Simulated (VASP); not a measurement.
Crystal: NaI.

```
Na I
1.0
     0.00000    3.22968    3.22968
     3.22968    0.00000    3.22968
     3.22968    3.22968    0.00000
Na I
1 1
Direct
  0.00000 0.00000 0.00000
  0.50000 0.50000 0.50000
```

Base run:

- Program: VASP 6.6.1
- Functional: r2SCAN
- Potentials or basis: VASP PAW PBE potentials, release 64 (Na_pv, I)
- Cutoff: 520 eV
- k mesh: 6 × 6 × 6
- Occupations: gaussian, width 0.01 eV
- Spin: no spin polarisation

Its results: band gap on the k mesh 4.46 eV, direct; pressure -0.1 GPa.

The run is repeated on the same cell with these changes: functional from r2SCAN to PBE. What comes out?

Band gap on the k mesh 3.66 eV, direct; pressure 0.5 GPa.

r2SCAN gives the wider gap, since meta-GGAs in the generalised Kohn-Sham scheme recover part of the derivative discontinuity.

Caveats: spin-orbit coupling is left out, which moves the levels of the heavy elements; the PAW data sets were made with another functional, which shifts forces and pressure a little (some runs).

